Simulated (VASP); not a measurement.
# SnTe (F-43m) in VASP: single point with LDA

Aim: the single point of SnTe with LDA.

All numbers are computed with VASP 6.6.1; they aren't measurements. Logs are shortened: lines on timing, memory, paths and dates and some standing lists are left out, and cuts for length are marked.

**1. The cell of the first run**

It takes space group F-43m (No. 216, cubic). The conventional cell has a = 7.222 Å, b = 7.222 Å, c = 7.222 Å, α = 90.00°, β = 90.00°, γ = 90.00°. Within 4.1 Å of Sn (site symmetry -43m) lie 4 Te at 3.13 Å. Within 4.1 Å of Te (site symmetry -43m) lie 4 Sn at 3.13 Å.

**2. Single point, LDA**

INCAR

```
SYSTEM = SnTe
ALGO     = Normal         ! electronic algorithm
EDIFF    = 1E-6           ! SCF threshold, eV
ENCUT    = 520            ! plane-wave cutoff, eV
ISIF     = 2              ! what is computed and relaxed
ISMEAR   = 0              ! smearing method
LASPH    = .True.         ! aspherical terms in the spheres
LCHARG   = .False.        ! write CHGCAR
LREAL    = .False.        ! projectors in reciprocal space
LWAVE    = .False.        ! write WAVECAR
NBANDS   = 17             ! bands
NELM     = 100            ! most SCF steps
PREC     = Accurate       ! precision mode
SIGMA    = 0.15           ! smearing width, eV
```

KPOINTS

```
k-points
0
Gamma
  12 12 12
  0 0 0
```

POSCAR

```
SnTe
1.0
    0.0000000000      3.6111460000      3.6111460000
    3.6111460000      0.0000000000      3.6111460000
    3.6111460000      3.6111460000      0.0000000000
Sn Te
1 1
Direct
    0.0000000000      0.0000000000      0.0000000000
    0.7500000000      0.7500000000      0.7500000000
```

Potentials or basis: VASP PAW LDA potentials, release 64 (Sn_d, Te).

Run with:

```bash
cat potpaw_LDA.64/Sn_d/POTCAR potpaw_LDA.64/Te/POTCAR > POTCAR
mpirun -np 1 vasp_std > vasp.out
```

OUTCAR:

```text
SYSTEM = SnTe
   EDIFF = 1E-6
   ENCUT = 520
   ISIF = 2
   ISMEAR = 0
   LASPH = .True.
   LREAL = .False.
   NELM = 100
   PREC = Accurate

 ion  position               nearest neighbor table
   1  0.000  0.000  0.000-   2 3.13   2 3.13   2 3.13   2 3.13
   2  0.750  0.750  0.750-   1 3.13   1 3.13   1 3.13   1 3.13

  LATTYP: Found a face centered cubic cell.
 ALAT       =     7.2222920000

  Lattice vectors:

 A1 = (   0.0000000000,   3.6111460000,   3.6111460000)
 A2 = (   3.6111460000,   0.0000000000,   3.6111460000)
 A3 = (   3.6111460000,   3.6111460000,   0.0000000000)

Analysis of symmetry for initial positions (statically):
=====================================================================
 Subroutine PRICEL returns:
 Original cell was already a primitive cell.

 Routine SETGRP: Setting up the symmetry group for a
 face centered cubic supercell.

 Subroutine GETGRP returns: Found 24 space group operations
 (whereof 24 operations were pure point group operations)
 out of a pool of 48 trial point group operations.

The static configuration has the point symmetry T_d .

Analysis of symmetry for dynamics (positions and initial velocities):
=====================================================================
 Subroutine PRICEL returns:
 Original cell was already a primitive cell.

 Routine SETGRP: Setting up the symmetry group for a
 face centered cubic supercell.

 Subroutine GETGRP returns: Found 24 space group operations
 (whereof 24 operations were pure point group operations)
 out of a pool of 48 trial point group operations.

The dynamic configuration has the point symmetry T_d .

 Subroutine INISYM returns: Found 24 space group operations
 (whereof 24 operations are pure point group operations),
 and found     1 'primitive' translations

----------------------------------------------------------------------------------------

                                     Primitive cell

  volume of cell :      94.1814

  direct lattice vectors                    reciprocal lattice vectors
     0.000000000  3.611146000  3.611146000    -0.138460201  0.138460201  0.138460201
     3.611146000  0.000000000  3.611146000     0.138460201 -0.138460201  0.138460201
     3.611146000  3.611146000  0.000000000     0.138460201  0.138460201 -0.138460201
[... 80 lines left out ...]
   LSORBIT =      F    spin-orbit coupling
   LASPH  =      T    aspherical Exc in radial PAW
   ENCUT  =  520.0 eV  38.22 Ry    6.18 a.u.   9.50  9.50  9.50*2*pi/ulx,y,z
   NELM   =    100;   NELMIN=  2; NELMDL= -5     # of ELM steps
   EDIFF  = 0.1E-05   stopping-criterion for ELM
   LREAL  =      F    real-space projection
   EDIFFG = 0.1E-04   stopping-criterion for IOM
   NSW    =      0    number of steps for IOM
   IBRION =     -1    ionic relax: 0-MD 1-quasi-New 2-CG
   NFREE  =      0    steps in history (QN), initial steepest desc. (CG)
   ISIF   =      2    stress and relaxation
   ISYM   =      2    0-nonsym 1-usesym 2-fastsym
   POTIM  = 0.5000    time-step for ionic-motion
   TEBEG  =    0.0;   TEEND  =   0.0 temperature during run
   PSTRESS=    0.0 pullay stress
   NELECT =      20.0000    total number of electrons
   NUPDOWN=      -1.0000    fix difference up-down
   EMIN   =  10.00;   EMAX   =-10.00  energy-range for DOS
   EFERMI =   0.00;   METHOD = LEGACY
   ISMEAR =     0;   SIGMA  =   0.15  broadening in eV -4-tet -1-fermi 0-gaus
   EFERMI_NEDOS =   21; number of points for ismear=-14 and -15
   IALGO  =     38    algorithm
   IMIX   =      4    mixing-type and parameters
     AMIX     =   0.40;   BMIX     =  1.00
     AMIX_MAG =   1.60;   BMIX_MAG =  1.00
  volume/ion in A,a.u.               =      47.09       317.78
  Fermi-wavevector in a.u.,A,eV,Ry     =   0.976704  1.845704 12.979296  0.953951
  Thomas-Fermi vector in A             =   2.107344
   LORBIT       =      0    0 simple, 1 ext, 2 COOP (PROOUT), +10 PAW based schemes
   GGA     = CA    functional components
   LHFCALC =     F    Hartree Fock is set to
   AEXX    =    0.0000 exact exchange contribution
   IVDW    =     0    specifies the selected vdW correction
   LEPSILON=     F    determine dielectric tensor
   LRPA    =     F    only Hartree local field effects (RPA)
 non-spin polarized calculation
 Gauss-broadening in eV      SIGMA  =   0.15
  energy-cutoff  :      520.00
  volume of cell :       94.18
 maximum number of plane-waves:      2637
 NGX is ok and might be reduce to    40
   NGX = 19   NGY = 19   NGZ = 19

 number of electron      19.9999999 magnetization

 Free energy of the ion-electron system (eV)
  ---------------------------------------------------
  ext. energy  EPLUGINS =         0.00000000
  ---------------------------------------------------
  free energy    TOTEN  =        -7.99617419 eV

  energy without entropy =       -7.99324523  energy(sigma->0) =       -7.99470971

 E-fermi :   2.9306     XC(G=0):  -7.8071

 val. band max:        2.7754778088   @ k =  -0.3333   0.4167   0.1667
 cond. band min:       2.9392642779   @ k =   0.5000   0.5000   0.0000
 fundamental gap:      0.1637864691
 Fermi energy:         2.9306339628

 k-point     1 :       0.0000    0.0000    0.0000
  band No.  band energies     occupation
      1     -18.7790      2.00000
      2     -18.7790      2.00000
      3     -18.7790      2.00000
      4     -18.7686      2.00000
      5     -18.7686      2.00000
      6      -8.6392      2.00000
[... 457 lines left out ...]
      4     -18.7685      2.00000
      5     -18.7683      2.00000
      6      -8.0409      2.00000
[... 9 lines left out ...]
     16       9.2584      0.00000
     17      10.2927      0.00000

 [... further k-points ...]

------------------------ aborting loop because EDIFF is reached ----------------------------------------

  FORCE on cell =-STRESS in cart. coord.  units (eV):
  Direction    XX          YY          ZZ          XY          YZ          ZX
  --------------------------------------------------------------------------------------
  -------------------------------------------------------------------------------------
  Total       -1.2883302     -1.2883302     -1.2883302      0.0000000     -0.0000000      0.0000000
  in kB      -21.9165720    -21.9165720    -21.9165720      0.0000000     -0.0000000      0.0000000
  external PRESSURE =     -21.9165720 kB  Pullay stress =       0.0000000 kB

 VOLUME and BASIS-vectors are now :
 -----------------------------------------------------------------------------
  energy-cutoff  :      520.00
  volume of cell :       94.18
      direct lattice vectors                 reciprocal lattice vectors
     0.000000000  3.611146000  3.611146000    -0.138460201  0.138460201  0.138460201
     3.611146000  0.000000000  3.611146000     0.138460201 -0.138460201  0.138460201
     3.611146000  3.611146000  0.000000000     0.138460201  0.138460201 -0.138460201

 POSITION                                       TOTAL-FORCE (eV/Angst)
 -----------------------------------------------------------------------------------
      0.00000      0.00000      0.00000         0.000000     -0.000000     -0.000000
      5.41672      5.41672      5.41672        -0.000000      0.000000      0.000000
 -----------------------------------------------------------------------------------
    total drift:                                0.000000      0.000000      0.000000

  FREE ENERGIE OF THE ION-ELECTRON SYSTEM (eV)
  ---------------------------------------------------
  free  energy   TOTEN  =        -7.9961741912 eV

  energy  without entropy=       -7.9932452350  energy(sigma->0) =       -7.99470971
```

OSZICAR:

```text
N       E                     dE             d eps       ncg     rms          rms(c)
DAV:   1     0.123264048546E+03    0.12326E+03   -0.91011E+03  2450   0.116E+03
DAV:   2     0.443848840865E+01   -0.11883E+03   -0.11614E+03  2624   0.293E+02
DAV:   3    -0.774088746104E+01   -0.12179E+02   -0.12079E+02  3035   0.910E+01
DAV:   4    -0.813844089031E+01   -0.39755E+00   -0.39731E+00  2896   0.175E+01
DAV:   5    -0.815609505008E+01   -0.17654E-01   -0.17654E-01  3493   0.346E+00    0.429E+00
DAV:   6    -0.800651876705E+01    0.14958E+00   -0.38643E-01  3177   0.293E+00    0.287E+00
DAV:   7    -0.799814459056E+01    0.83742E-02   -0.67546E-02  2606   0.984E-01    0.110E+00
DAV:   8    -0.799624851611E+01    0.18961E-02   -0.80982E-03  2975   0.605E-01    0.217E-01
DAV:   9    -0.799613784298E+01    0.11067E-03   -0.20376E-03  3072   0.252E-01    0.510E-02
DAV:  10    -0.799614927229E+01   -0.11429E-04   -0.24731E-04  2789   0.799E-02    0.304E-02
DAV:  11    -0.799617481612E+01   -0.25544E-04   -0.36748E-05  2547   0.297E-02    0.185E-02
DAV:  12    -0.799617419115E+01    0.62497E-06   -0.37840E-06  2853   0.115E-02
   1 F= -.79961742E+01 E0= -.79947097E+01  d E =-.292896E-02
```

stdout:

```text
POSCAR found type information on POSCAR SnTe
 POSCAR found :  2 types and       2 ions
 scaLAPACK will be used
 LDA part: xc-table for (Slater(with rela. corr.)+CA(PZ))
 , standard interpolation
 POSCAR, INCAR and KPOINTS ok, starting setup
 FFT: planning ... GRIDC
 FFT: planning ... GRID_SOFT
 FFT: planning ... GRID
 WAVECAR not read
 entering main loop
```

It took 82 s on 1 thread of AMD EPYC 7R13 (Zen 3), shared host; peak memory 0.25 GiB.

What came out:

* Free energy: -7.9962 eV
* Pressure: -2.2 GPa
* Band gap on the k mesh: zero (filled and empty bands touch)

Caveat: semilocal functionals underestimate gaps, so a narrow gap can read as zero; spin-orbit coupling is left out, which moves the levels of the heavy elements.
